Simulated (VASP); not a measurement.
# Ti4CN4O in VASP: single point with PBEsol

Aim: the single point of Ti4CN4O with PBEsol.

Program: VASP 6.6.1. These are calculated values, not measurements. Logs are shortened: lines on timing, memory, paths and dates and some standing lists are left out, and cuts for length are marked.

## Step 1: The cell of the first run

The cell holds a slab with vacuum, 10 atoms: a = 2.973 Å, b = 2.973 Å, c = 26.456 Å, α = 90.00°, β = 90.00°, γ = 90.00°.

## Step 2: Single point, PBEsol

The input, INCAR:

```
  PREC = Accurate
  ENCUT = 520
  EDIFF = 1E-6
  ISMEAR = 0
  SIGMA = 0.1
  LREAL = False
  LASPH = True
  NELM = 100
  ALGO = Normal
  ISIF = 2
  LWAVE = False
  LCHARG = True
  LDIPOL = True
  IDIPOL = 3
  DIPOL = 0.5 0.5 0.485
  GGA = PS
  LELF = True
  LVHAR = True
  LVACPOTAV = True
  NBANDS = 50
```

The input, KPOINTS:

```
Automatic mesh
0
Gamma
  10 10 1
```

The input, POSCAR:

```
Ti4CN4O
1.0
    2.9726300472      0.0000000000      0.0000000000
    0.0000000000      2.9726300472      0.0000000000
    0.0000000000      0.0000000000     26.4559005930
Ti N C O
4 4 1 1
Direct
    0.5000000000      0.5000000000      0.3212893838
    0.0000000000      0.0000000000      0.4007411060
    0.5000000000      0.5000000000      0.4810471062
    0.0000000000      0.0000000000      0.5630061002
    0.0000000000      0.0000000000      0.3212893838
    0.5000000000      0.5000000000      0.4007411060
    0.0000000000      0.0000000000      0.4820653553
    0.5000000000      0.5000000000      0.5566896769
    0.0000000000      0.5000000000      0.6406766049
    0.0000000000      0.5000000000      0.6840982977
```

Potentials or basis: VASP PAW PBE potentials, release 64 (Ti_sv, N, C, O).

Run with:

```console
$ cat potpaw_PBE.64/Ti_sv/POTCAR potpaw_PBE.64/N/POTCAR potpaw_PBE.64/C/POTCAR potpaw_PBE.64/O/POTCAR > POTCAR
$ mpirun -np 1 vasp_std > vasp.out
```

OUTCAR:

```text
PREC = Accurate
   ENCUT = 520
   EDIFF = 1E-6
   ISMEAR = 0
   LREAL = False
   LASPH = True
   NELM = 100
   ISIF = 2
   GGA = PS

 ion  position               nearest neighbor table
   1  0.500  0.500  0.321-   5 2.10   5 2.10   5 2.10   5 2.10   6 2.10
   2  0.000  0.000  0.401-   6 2.10   6 2.10   6 2.10   6 2.10   5 2.10   7 2.15
   3  0.500  0.500  0.481-   8 2.00   7 2.10   7 2.10   7 2.10   7 2.10   6 2.12
   4  0.000  0.000  0.563-   8 2.11   8 2.11   8 2.11   8 2.11   7 2.14
   5  0.000  0.000  0.321-   1 2.10   1 2.10   1 2.10   1 2.10   2 2.10
   6  0.500  0.500  0.401-   2 2.10   2 2.10   2 2.10   2 2.10   1 2.10   3 2.12
   7  0.000  0.000  0.482-   3 2.10   3 2.10   3 2.10   3 2.10   4 2.14   2 2.15
   8  0.500  0.500  0.557-   3 2.00   4 2.11   4 2.11   4 2.11   4 2.11
   9  0.000  0.500  0.641-  10 1.15
  10  0.000  0.500  0.684-   9 1.15

  LATTYP: Found a simple tetragonal cell.
 ALAT       =     2.9726300472
 C/A-ratio  =     8.8998295021

  Lattice vectors:

 A1 = (   2.9726300472,   0.0000000000,   0.0000000000)
 A2 = (   0.0000000000,   2.9726300472,   0.0000000000)
 A3 = (   0.0000000000,   0.0000000000,  26.4559005930)

Analysis of symmetry for initial positions (statically):
=====================================================================
 Subroutine PRICEL returns:
 Original cell was already a primitive cell.

 Routine SETGRP: Setting up the symmetry group for a
 simple tetragonal supercell.

 Subroutine GETGRP returns: Found  4 space group operations
 (whereof  4 operations were pure point group operations)
 out of a pool of 16 trial point group operations.

The static configuration has the point symmetry C_2v.

Analysis of symmetry for dynamics (positions and initial velocities):
=====================================================================
 Subroutine PRICEL returns:
 Original cell was already a primitive cell.

 Routine SETGRP: Setting up the symmetry group for a
 simple tetragonal supercell.

 Subroutine GETGRP returns: Found  4 space group operations
 (whereof  4 operations were pure point group operations)
 out of a pool of 16 trial point group operations.

The dynamic configuration has the point symmetry C_2v.

 Subroutine INISYM returns: Found  4 space group operations
 (whereof  4 operations are pure point group operations),
 and found     1 'primitive' translations

----------------------------------------------------------------------------------------

                                     Primitive cell

  volume of cell :     233.7783

  direct lattice vectors                    reciprocal lattice vectors
     2.972630047  0.000000000  0.000000000     0.336402440  0.000000000  0.000000000
     0.000000000  2.972630047  0.000000000     0.000000000  0.336402440  0.000000000
     0.000000000  0.000000000 26.455900593     0.000000000  0.000000000  0.037798751

  length of vectors
     2.972630047  2.972630047 26.455900593     0.336402440  0.336402440  0.037798751

  position of ions in fractional coordinates (direct lattice)
     0.500000000  0.500000000  0.321289384
     0.000000000  0.000000000  0.400741106
     0.500000000  0.500000000  0.481047106
     0.000000000  0.000000000  0.563006100
     0.000000000  0.000000000  0.321289384
     0.500000000  0.500000000  0.400741106
     0.000000000  0.000000000  0.482065355
     0.500000000  0.500000000  0.556689677
     0.000000000  0.500000000  0.640676605
     0.000000000  0.500000000  0.684098298

  ion indices of the primitive-cell ions
   primitive index   ion index
                 1           1
                 2           2
                 3           3
                 4           4
                 5           5
                 6           6
                 7           7
                 8           8
                 9           9
                10          10

----------------------------------------------------------------------------------------

 KPOINTS: Automatic mesh

Automatic generation of k-mesh.
 Grid dimensions read from file:
 generate k-points for:   10   10    1

 Generating k-lattice:

  Cartesian coordinates                     Fractional coordinates (reciprocal lattice)
     0.033640244  0.000000000  0.000000000     0.100000000  0.000000000  0.000000000
     0.000000000  0.033640244  0.000000000     0.000000000  0.100000000  0.000000000
     0.000000000  0.000000000  0.037798751     0.000000000  0.000000000  1.000000000

  Length of vectors
     0.033640244  0.033640244  0.037798751

  Shift w.r.t. Gamma in fractional coordinates (k-lattice)
     0.000000000  0.000000000  0.000000000

 Subroutine IBZKPT returns following result:
 ===========================================

 Found     36 irreducible k-points:

 Following reciprocal coordinates:
            Coordinates               Weight
  0.000000  0.000000  0.000000      1.000000
  0.100000  0.000000  0.000000      2.000000
  0.000000  0.100000  0.000000      2.000000
  0.200000  0.000000  0.000000      2.000000
  0.000000  0.200000  0.000000      2.000000
  0.300000  0.000000  0.000000      2.000000
[... 16 lines left out ...]
 -0.200000  0.300000  0.000000      4.000000
  0.400000  0.200000  0.000000      4.000000
 [... further k-points ...]
   k-points           NKPTS =     36   k-points in BZ     NKDIM =     36   number of bands    NBANDS=     50
   number of dos      NEDOS =    301   number of ions     NIONS =     10
   total plane-waves  NPLWV = 115200
   dimension x,y,z NGX =    24 NGY =   24 NGZ =  200
   dimension x,y,z NGXF=    48 NGYF=   48 NGZF=  400
   ions per type =               4   4   1   1
   NGX,Y,Z   is equivalent  to a cutoff of  13.42, 13.42, 12.57 a.u.
   NGXF,Y,Z  is equivalent  to a cutoff of  26.84, 26.84, 25.14 a.u.
 SYSTEM =  unknown system
   PREC   = accura    normal or accurate (medium, high low for compatibility)
   ISTART =      0    job   : 0-new  1-cont  2-samecut
   ICHARG =      2    charge: 1-file 2-atom 10-const
   ISPIN  =      1    spin polarized calculation?
   LNONCOLLINEAR =      F non collinear calculations
   LSORBIT =      F    spin-orbit coupling
   LASPH  =      T    aspherical Exc in radial PAW
   ENCUT  =  520.0 eV  38.22 Ry    6.18 a.u.   5.53  5.53 49.19*2*pi/ulx,y,z
   NELM   =    100;   NELMIN=  2; NELMDL= -5     # of ELM steps
   EDIFF  = 0.1E-05   stopping-criterion for ELM
   LREAL  =      F    real-space projection
   EDIFFG = 0.1E-04   stopping-criterion for IOM
   NSW    =      0    number of steps for IOM
   IBRION =     -1    ionic relax: 0-MD 1-quasi-New 2-CG
   NFREE  =      0    steps in history (QN), initial steepest desc. (CG)
   ISIF   =      2    stress and relaxation
   ISYM   =      2    0-nonsym 1-usesym 2-fastsym
   POTIM  = 0.5000    time-step for ionic-motion
   TEBEG  =    0.0;   TEEND  =   0.0 temperature during run
   PSTRESS=    0.0 pullay stress
   NELECT =      78.0000    total number of electrons
   NUPDOWN=      -1.0000    fix difference up-down
   EMIN   =  10.00;   EMAX   =-10.00  energy-range for DOS
   EFERMI =   0.00;   METHOD = LEGACY
   ISMEAR =     0;   SIGMA  =   0.10  broadening in eV -4-tet -1-fermi 0-gaus
   EFERMI_NEDOS =   21; number of points for ismear=-14 and -15
   IALGO  =     38    algorithm
   IMIX   =      4    mixing-type and parameters
     AMIX     =   0.40;   BMIX     =  1.00
     AMIX_MAG =   1.60;   BMIX_MAG =  1.00
  volume/ion in A,a.u.               =      23.38       157.76
  Fermi-wavevector in a.u.,A,eV,Ry     =   1.135459  2.145707 17.541556  1.289268
  Thomas-Fermi vector in A             =   2.272164
   LORBIT       =      0    0 simple, 1 ext, 2 COOP (PROOUT), +10 PAW based schemes
   GGA     = PS    functional components
   LHFCALC =     F    Hartree Fock is set to
   AEXX    =    0.0000 exact exchange contribution
   IVDW    =     0    specifies the selected vdW correction
   LEPSILON=     F    determine dielectric tensor
   LRPA    =     F    only Hartree local field effects (RPA)
 non-spin polarized calculation
 Gauss-broadening in eV      SIGMA  =   0.10
  energy-cutoff  :      520.00
  volume of cell :      233.78
 maximum number of plane-waves:      6342
 NGX is ok and might be reduce to    24
   NGX = 11   NGY = 11   NGZ = 99

 dipolmoment           0.000000      0.000000     -0.719785 electrons x Angstroem

 number of electron      77.9999989 magnetization

 dipolmoment           0.000000      0.000000      0.151413 electrons x Angstroem

 Free energy of the ion-electron system (eV)
  ---------------------------------------------------
  ext. energy  EPLUGINS =         0.00000000
  ---------------------------------------------------
  free energy    TOTEN  =       -96.52573794 eV

  energy without entropy =      -96.50659293  energy(sigma->0) =      -96.51616543

 E-fermi :   1.6926     XC(G=0):  -5.8616

 val. band max:        1.6829748764   @ k =   0.1000   0.1000   0.0000
 cond. band min:       1.6930822232   @ k =   0.5000   0.2000   0.0000
 fundamental gap:      0.0101073468
 Fermi energy:         1.6925892515

 k-point     1 :       0.0000    0.0000    0.0000
  band No.  band energies     occupation
      1     -55.9528      2.00000
      2     -55.9439      2.00000
      3     -55.8339      2.00000
      4     -55.7591      2.00000
      5     -32.5500      2.00000
      6     -32.4799      2.00000
[... 42 lines left out ...]
     49       3.0691      0.00000
     50       3.3137      0.00000

 k-point     2 :       0.1000    0.0000    0.0000
  band No.  band energies     occupation
      1     -55.9485      2.00000
      2     -55.9397      2.00000
      3     -55.8299      2.00000
      4     -55.7575      2.00000
      5     -32.5404      2.00000
      6     -32.4830      2.00000
[... 42 lines left out ...]
     49       3.5273      0.00000
     50       3.5336      0.00000

 k-point     3 :       0.0000    0.1000    0.0000
  band No.  band energies     occupation
      1     -55.9485      2.00000
      2     -55.9397      2.00000
      3     -55.8299      2.00000
      4     -55.7575      2.00000
      5     -32.5402      2.00000
      6     -32.4823      2.00000
[... 42 lines left out ...]
     49       3.4473      0.00000
     50       3.5808      0.00000

 k-point     4 :       0.2000    0.0000    0.0000
  band No.  band energies     occupation
      1     -55.9374      2.00000
      2     -55.9285      2.00000
      3     -55.8189      2.00000
      4     -55.7538      2.00000
      5     -32.5234      2.00000
      6     -32.4950      2.00000
[... 999 lines left out ...]
 k-point    23 :      -0.2000    0.3000    0.0000
  band No.  band energies     occupation
      1     -55.9106      2.00000
      2     -55.9012      2.00000
      3     -55.7900      2.00000
      4     -55.7412      2.00000
      5     -32.5164      2.00000
      6     -32.4482      2.00000
[... 42 lines left out ...]
     49       3.7004      0.00000
     50       3.9795      0.00000

 k-point    24 :       0.4000    0.2000    0.0000
  band No.  band energies     occupation
      1     -55.9005      2.00000
      2     -55.8907      2.00000
      3     -55.7776      2.00000
      4     -55.7375      2.00000
      5     -32.5601      2.00000
      6     -32.5271      2.00000
[... 42 lines left out ...]
     49       3.9545      0.00000
     50       4.0387      0.00000

 [... further k-points ...]
[... 5 lines left out ...]
  --------------------------------------------------------------------------------------
  -------------------------------------------------------------------------------------
  Total       -3.8834421     -6.4770034     -0.8990464      0.0000000      0.0000000      0.0000000
  in kB      -26.6147960    -44.3895178     -6.1615275      0.0000000      0.0000000      0.0000000
  external PRESSURE =     -25.7219471 kB  Pullay stress =       0.0000000 kB

 VOLUME and BASIS-vectors are now :
 -----------------------------------------------------------------------------
  energy-cutoff  :      520.00
  volume of cell :      233.78
      direct lattice vectors                 reciprocal lattice vectors
     2.972630047  0.000000000  0.000000000     0.336402440  0.000000000  0.000000000
     0.000000000  2.972630047  0.000000000     0.000000000  0.336402440  0.000000000
     0.000000000  0.000000000 26.455900593     0.000000000  0.000000000  0.037798751

 POSITION                                       TOTAL-FORCE (eV/Angst)
 -----------------------------------------------------------------------------------
      1.48632      1.48632      8.50000         0.000000      0.000000      2.106981
      0.00000      0.00000     10.60197         0.000000      0.000000     -0.104165
      1.48632      1.48632     12.72653         0.000000      0.000000     -0.014211
      0.00000      0.00000     14.89483         0.000000      0.000000      0.036656
      0.00000      0.00000      8.50000         0.000000      0.000000     -1.199154
      1.48632      1.48632     10.60197         0.000000      0.000000     -0.823134
      0.00000      0.00000     12.75347         0.000000      0.000000      0.009707
      1.48632      1.48632     14.72773         0.000000      0.000000     -0.001889
      0.00000      1.48632     16.94968         0.000000      0.000000     -0.927118
      0.00000      1.48632     18.09844         0.000000      0.000000      0.916325
 -----------------------------------------------------------------------------------
    total drift:                                0.000000     -0.000000      0.001080

  FREE ENERGIE OF THE ION-ELECTRON SYSTEM (eV)
  ---------------------------------------------------
  free  energy   TOTEN  =       -96.5257379359 eV

  energy  without entropy=      -96.5065929269  energy(sigma->0) =      -96.51616543

 vacuum level on the upper side and lower side of the slab         7.161         4.060
```

It took 26 min on 1 thread of Intel Xeon 8259CL, shared host; peak memory 0.56 GiB.

What came out:

```yaml
Free_energy: -96.5257 eV
Largest_force: 2.107 eV/Å
Band_gap_on_the_k_mesh: zero (bands 39 and 40 overlap by 2.40 eV)
```

Forces on the atoms (eV/Å):
```
Ti   0.000  0.000  2.107
Ti   0.000  0.000 -0.104
Ti   0.000  0.000 -0.014
Ti   0.000  0.000  0.037
N    0.000  0.000 -1.199
N    0.000  0.000 -0.823
N    0.000  0.000  0.010
N    0.000  0.000 -0.002
C    0.000  0.000 -0.927
O    0.000  0.000  0.916
```

Caveat: the PAW data sets were made with another functional, which shifts forces and pressure a little.
